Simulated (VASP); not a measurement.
# Cd (P6_3/mmc) in VASP: notebook

The runs below take Cd through single point, with LDA.

Everything below comes from runs of VASP 6.6.1. Logs are shortened: lines on timing, memory, paths and dates and some standing lists are left out, and cuts for length are marked.

## (1) The cell of the first run

It takes space group P6_3/mmc (No. 194, hexagonal). Conventional cell: a = 2.882 Å, b = 2.882 Å, c = 5.638 Å, α = 90.00°, β = 90.00°, γ = 120.00°. Cd (site symmetry -6m2) has 12 Cd at 2.88 to 3.27 Å within 3.8 Å.

## (2) Single point, LDA

INCAR

```
PREC = Accurate
ENCUT = 520
EDIFF = 1E-6
ISMEAR = -1
SIGMA = 0.1
LREAL = False
LASPH = True
NELM = 60
ALGO = Normal
ISIF = 2
LWAVE = False
LCHARG = True
GGA = CA
LELF = True
LVHAR = True
NBANDS = 19
```

KPOINTS

```
Automatic mesh
0
Gamma
  10 10 5
```

POSCAR

```
Cd
1.0
    2.8818641727      0.0000000000      0.0000000000
   -1.4409320863      2.4957675838      0.0000000000
    0.0000000000      0.0000000000      5.6383707528
Cd
2
Direct
    0.3333333333      0.6666666667      0.2500000000
    0.6666666667      0.3333333333      0.7500000000
```

Potentials or basis: VASP PAW LDA potentials, release 64 (Cd).

On the command line:

```bash
cat potpaw_LDA.64/Cd/POTCAR > POTCAR
mpirun -np 1 vasp_std > vasp.out
```

OUTCAR:

```text
PREC = Accurate
   ENCUT = 520
   EDIFF = 1E-6
   ISMEAR = -1
   LREAL = False
   LASPH = True
   NELM = 60
   ISIF = 2
   GGA = CA

 ion  position               nearest neighbor table
   1  0.333  0.667  0.250-   2 3.27   2 3.27   2 3.27   2 3.27   2 3.27   2 3.27
   2  0.667  0.333  0.750-   1 3.27   1 3.27   1 3.27   1 3.27   1 3.27   1 3.27

  LATTYP: Found a hexagonal cell.
 ALAT       =     2.8818641727
 C/A-ratio  =     1.9565012141

  Lattice vectors:

 A1 = (   2.8818641727,   0.0000000000,   0.0000000000)
 A2 = (  -1.4409320863,   2.4957675838,   0.0000000000)
 A3 = (   0.0000000000,   0.0000000000,   5.6383707528)

Analysis of symmetry for initial positions (statically):
=====================================================================
 Subroutine PRICEL returns:
 Original cell was already a primitive cell.

 Routine SETGRP: Setting up the symmetry group for a
 hexagonal supercell.

 Subroutine GETGRP returns: Found 24 space group operations
 (whereof 12 operations were pure point group operations)
 out of a pool of 24 trial point group operations.

The static configuration has the point symmetry D_3d.
 The point group associated with its full space group is D_6h.

Analysis of symmetry for dynamics (positions and initial velocities):
=====================================================================
 Subroutine PRICEL returns:
 Original cell was already a primitive cell.

 Routine SETGRP: Setting up the symmetry group for a
 hexagonal supercell.

 Subroutine GETGRP returns: Found 24 space group operations
 (whereof 12 operations were pure point group operations)
 out of a pool of 24 trial point group operations.

The dynamic configuration has the point symmetry D_3d.
 The point group associated with its full space group is D_6h.

 Subroutine INISYM returns: Found 24 space group operations
 (whereof 12 operations are pure point group operations),
 and found     1 'primitive' translations

----------------------------------------------------------------------------------------

                                     Primitive cell

  volume of cell :      40.5538

  direct lattice vectors                    reciprocal lattice vectors
     2.881864173  0.000000000  0.000000000     0.346997617  0.200339167  0.000000000
    -1.440932086  2.495767584  0.000000000     0.000000000  0.400678335  0.000000000
     0.000000000  0.000000000  5.638370753     0.000000000  0.000000000  0.177356198

  length of vectors
     2.881864173  2.881864173  5.638370753     0.400678335  0.400678335  0.177356198

  position of ions in fractional coordinates (direct lattice)
     0.333333333  0.666666667  0.250000000
     0.666666667  0.333333333  0.750000000

  ion indices of the primitive-cell ions
   primitive index   ion index
                 1           1
                 2           2

----------------------------------------------------------------------------------------

 KPOINTS: Automatic mesh

Automatic generation of k-mesh.
 Grid dimensions read from file:
 generate k-points for:   10   10    5

 Generating k-lattice:

  Cartesian coordinates                     Fractional coordinates (reciprocal lattice)
     0.034699762  0.020033917  0.000000000     0.100000000  0.000000000  0.000000000
     0.000000000  0.040067833  0.000000000     0.000000000  0.100000000  0.000000000
     0.000000000  0.000000000  0.035471240     0.000000000  0.000000000  0.200000000

  Length of vectors
     0.040067833  0.040067833  0.035471240

  Shift w.r.t. Gamma in fractional coordinates (k-lattice)
     0.000000000  0.000000000  0.000000000

 Subroutine IBZKPT returns following result:
 ===========================================

 Found     42 irreducible k-points:

 Following reciprocal coordinates:
            Coordinates               Weight
  0.000000  0.000000  0.000000      1.000000
  0.100000 -0.000000  0.000000      6.000000
  0.200000 -0.000000  0.000000      6.000000
  0.300000  0.000000  0.000000      6.000000
  0.400000  0.000000  0.000000      6.000000
  0.500000  0.000000  0.000000      3.000000
[... 16 lines left out ...]
  0.300000  0.100000  0.200000     24.000000
  0.400000  0.100000  0.200000     24.000000
 [... further k-points ...]
   k-points           NKPTS =     42   k-points in BZ     NKDIM =     42   number of bands    NBANDS=     19
   number of dos      NEDOS =    301   number of ions     NIONS =      2
   total plane-waves  NPLWV =  24192
   dimension x,y,z NGX =    24 NGY =   24 NGZ =   42
   dimension x,y,z NGXF=    48 NGYF=   48 NGZF=   84
   ions per type =               2
   NGX,Y,Z   is equivalent  to a cutoff of  13.84, 13.84, 12.38 a.u.
   NGXF,Y,Z  is equivalent  to a cutoff of  27.69, 27.69, 24.77 a.u.
 SYSTEM =  unknown system
   PREC   = accura    normal or accurate (medium, high low for compatibility)
   ISTART =      0    job   : 0-new  1-cont  2-samecut
   ICHARG =      2    charge: 1-file 2-atom 10-const
   ISPIN  =      1    spin polarized calculation?
   LNONCOLLINEAR =      F non collinear calculations
   LSORBIT =      F    spin-orbit coupling
   LASPH  =      T    aspherical Exc in radial PAW
   ENCUT  =  520.0 eV  38.22 Ry    6.18 a.u.   5.36  5.36 10.48*2*pi/ulx,y,z
   NELM   =     60;   NELMIN=  2; NELMDL= -5     # of ELM steps
   EDIFF  = 0.1E-05   stopping-criterion for ELM
   LREAL  =      F    real-space projection
   EDIFFG = 0.1E-04   stopping-criterion for IOM
   NSW    =      0    number of steps for IOM
   IBRION =     -1    ionic relax: 0-MD 1-quasi-New 2-CG
   NFREE  =      0    steps in history (QN), initial steepest desc. (CG)
   ISIF   =      2    stress and relaxation
   ISYM   =      2    0-nonsym 1-usesym 2-fastsym
   POTIM  = 0.5000    time-step for ionic-motion
   TEBEG  =    0.0;   TEEND  =   0.0 temperature during run
   PSTRESS=    0.0 pullay stress
   NELECT =      24.0000    total number of electrons
   NUPDOWN=      -1.0000    fix difference up-down
   EMIN   =  10.00;   EMAX   =-10.00  energy-range for DOS
   EFERMI =   0.00;   METHOD = LEGACY
   ISMEAR =    -1;   SIGMA  =   0.10  broadening in eV -4-tet -1-fermi 0-gaus
   EFERMI_NEDOS =   21; number of points for ismear=-14 and -15
   IALGO  =     38    algorithm
   IMIX   =      4    mixing-type and parameters
     AMIX     =   0.40;   BMIX     =  1.00
     AMIX_MAG =   1.60;   BMIX_MAG =  1.00
  volume/ion in A,a.u.               =      20.28       136.84
  Fermi-wavevector in a.u.,A,eV,Ry     =   1.374469  2.597369 25.703635  1.889164
  Thomas-Fermi vector in A             =   2.499892
   LORBIT       =      0    0 simple, 1 ext, 2 COOP (PROOUT), +10 PAW based schemes
   GGA     = CA    functional components
   LHFCALC =     F    Hartree Fock is set to
   AEXX    =    0.0000 exact exchange contribution
   IVDW    =     0    specifies the selected vdW correction
   LEPSILON=     F    determine dielectric tensor
   LRPA    =     F    only Hartree local field effects (RPA)
 non-spin polarized calculation
  energy-cutoff  :      520.00
  volume of cell :       40.55
 maximum number of plane-waves:      1119
 NGX is ok and might be reduce to    24
   NGX = 11   NGY = 11   NGZ = 21

 number of electron      23.9999994 magnetization

 Free energy of the ion-electron system (eV)
  ---------------------------------------------------
  ext. energy  EPLUGINS =         0.00000000
  ---------------------------------------------------
  free energy    TOTEN  =        -3.04138244 eV

  energy without entropy =       -3.02354954  energy(sigma->0) =       -3.03246599

 E-fermi :   2.9671     XC(G=0): -11.6943

 val. band max:        2.9494649240   @ k =   0.3000   0.0000   0.0000
 cond. band min:       3.0483345563   @ k =   0.1000   0.1000   0.2000
 fundamental gap:      0.0988696323
 Fermi energy:         2.9670780646

 k-point     1 :       0.0000    0.0000    0.0000
  band No.  band energies     occupation
      1      -7.0182      2.00000
      2      -6.7898      2.00000
      3      -6.2115      2.00000
      4      -6.2115      2.00000
      5      -6.1620      2.00000
      6      -6.1620      2.00000
[... 11 lines left out ...]
     18      19.3287      0.00000
     19      19.6020      0.00000

 k-point     2 :       0.1000   -0.0000    0.0000
  band No.  band energies     occupation
      1      -6.8924      2.00000
      2      -6.6446      2.00000
      3      -6.2638      2.00000
      4      -6.2057      2.00000
      5      -6.1000      2.00000
      6      -6.0536      2.00000
[... 11 lines left out ...]
     18      18.1433      0.00000
     19      20.1036      0.00000

 k-point     3 :       0.2000   -0.0000    0.0000
  band No.  band energies     occupation
      1      -6.7577      2.00000
      2      -6.5265      2.00000
      3      -6.3107      2.00000
      4      -6.1069      2.00000
      5      -5.9555      2.00000
      6      -5.7979      2.00000
[... 11 lines left out ...]
     18      16.8684      0.00000
     19      17.7053      0.00000

 k-point     4 :       0.3000    0.0000    0.0000
  band No.  band energies     occupation
      1      -6.9146      2.00000
      2      -6.7190      2.00000
      3      -6.3388      2.00000
      4      -6.0542      2.00000
      5      -5.9459      2.00000
      6      -5.7649      2.00000
[... 11 lines left out ...]
     18      16.6025      0.00000
     19      17.3229      0.00000

 k-point     5 :       0.4000    0.0000    0.0000
  band No.  band energies     occupation
      1      -7.0876      2.00000
      2      -6.8999      2.00000
      3      -6.6027      2.00000
      4      -6.1214      2.00000
      5      -5.8528      2.00000
      6      -5.8195      2.00000
[... 11 lines left out ...]
     18      17.1011      0.00000
     19      17.1449      0.00000

 k-point     6 :       0.5000    0.0000    0.0000
  band No.  band energies     occupation
      1      -7.1555      2.00000
      2      -6.9687      2.00000
      3      -6.6946      2.00000
      4      -6.1864      2.00000
      5      -5.8472      2.00000
      6      -5.7765      2.00000
[... 11 lines left out ...]
     18      16.6755      0.00000
     19      17.0281      0.00000

 k-point     7 :       0.1000    0.1000    0.0000
  band No.  band energies     occupation
      1      -6.6977      2.00000
      2      -6.4899      2.00000
      3      -6.3170      2.00000
      4      -6.2771      2.00000
      5      -5.9445      2.00000
      6      -5.8589      2.00000
[... 11 lines left out ...]
     18      18.4753      0.00000
     19      18.5602      0.00000

 k-point     8 :       0.2000    0.1000    0.0000
  band No.  band energies     occupation
      1      -6.6932      2.00000
      2      -6.4880      2.00000
      3      -6.2803      2.00000
      4      -6.1712      2.00000
      5      -6.0553      2.00000
      6      -5.9255      2.00000
[... 256 lines left out ...]
 k-point    20 :       0.5000    0.0000    0.2000
  band No.  band energies     occupation
      1      -7.1336      2.00000
      2      -6.9939      2.00000
      3      -6.6990      2.00000
      4      -6.3269      2.00000
      5      -5.8025      2.00000
      6      -5.6598      2.00000
[... 11 lines left out ...]
     18      15.8986      0.00000
     19      17.0432      0.00000

 k-point    21 :       0.1000    0.1000    0.2000
  band No.  band energies     occupation
      1      -6.6739      2.00000
      2      -6.4953      2.00000
      3      -6.3340      2.00000
      4      -6.2922      2.00000
      5      -5.9790      2.00000
      6      -5.8738      2.00000
[... 11 lines left out ...]
     18      17.0207      0.00000
     19      19.8587      0.00000

 k-point    22 :       0.2000    0.1000    0.2000
  band No.  band energies     occupation
      1      -6.6734      2.00000
      2      -6.5057      2.00000
      3      -6.3209      2.00000
      4      -6.1847      2.00000
      5      -6.0898      2.00000
      6      -5.9175      2.00000
[... 11 lines left out ...]
     18      15.5371      0.00000
     19      17.2834      0.00000

 k-point    23 :       0.3000    0.1000    0.2000
  band No.  band energies     occupation
      1      -6.8663      2.00000
      2      -6.7176      2.00000
      3      -6.4918      2.00000
      4      -6.2246      2.00000
      5      -5.8996      2.00000
      6      -5.7572      2.00000
[... 11 lines left out ...]
     18      14.4293      0.00000
     19      15.8156      0.00000

 k-point    24 :       0.4000    0.1000    0.2000
  band No.  band energies     occupation
      1      -6.9911      2.00000
      2      -6.8498      2.00000
      3      -6.6356      2.00000
      4      -6.2956      2.00000
      5      -5.8832      2.00000
      6      -5.6589      2.00000
[... 11 lines left out ...]
     18      13.8108      0.00000
     19      16.9717      0.00000

 [... further k-points ...]
[... 5 lines left out ...]
  --------------------------------------------------------------------------------------
  -------------------------------------------------------------------------------------
  Total        0.5583446      0.5583446     -0.5175738      0.0000000     -0.0000000      0.0000000
  in kB       22.0587850     22.0587850    -20.4480364      0.0000000     -0.0000000      0.0000000
  external PRESSURE =       7.8898445 kB  Pullay stress =       0.0000000 kB

 VOLUME and BASIS-vectors are now :
 -----------------------------------------------------------------------------
  energy-cutoff  :      520.00
  volume of cell :       40.55
      direct lattice vectors                 reciprocal lattice vectors
     2.881864173  0.000000000  0.000000000     0.346997617  0.200339167  0.000000000
    -1.440932086  2.495767584  0.000000000     0.000000000  0.400678335  0.000000000
     0.000000000  0.000000000  5.638370753     0.000000000  0.000000000  0.177356198

 POSITION                                       TOTAL-FORCE (eV/Angst)
 -----------------------------------------------------------------------------------
     -0.00000      1.66385      1.40959        -0.000000     -0.000000      0.000000
      1.44093      0.83192      4.22878         0.000000      0.000000      0.000000
 -----------------------------------------------------------------------------------
    total drift:                               -0.000000      0.000000      0.000000

  FREE ENERGIE OF THE ION-ELECTRON SYSTEM (eV)
  ---------------------------------------------------
  free  energy   TOTEN  =        -3.0413824355 eV

  energy  without entropy=       -3.0235495378  energy(sigma->0) =       -3.03246599
```

Run time: 18 s. Hardware: 1 thread of Intel Xeon Platinum 8259CL at 2.50GHz (Skylake/Cascade Lake), shared host; peak memory 0.15 GiB.

What came out:

```yaml
Free_energy: -3.0414 eV
Pressure: 0.8 GPa
Band_gap_on_the_k_mesh: zero (band 12 reaches 4.50 eV, above the bottom of band 13 at -0.22 eV)
```

Stress tensor (GPa, compression positive):
```
 2.21  0.00  0.00
 0.00  2.21  0.00
 0.00  0.00 -2.04
```

[end of part 1 of 3]
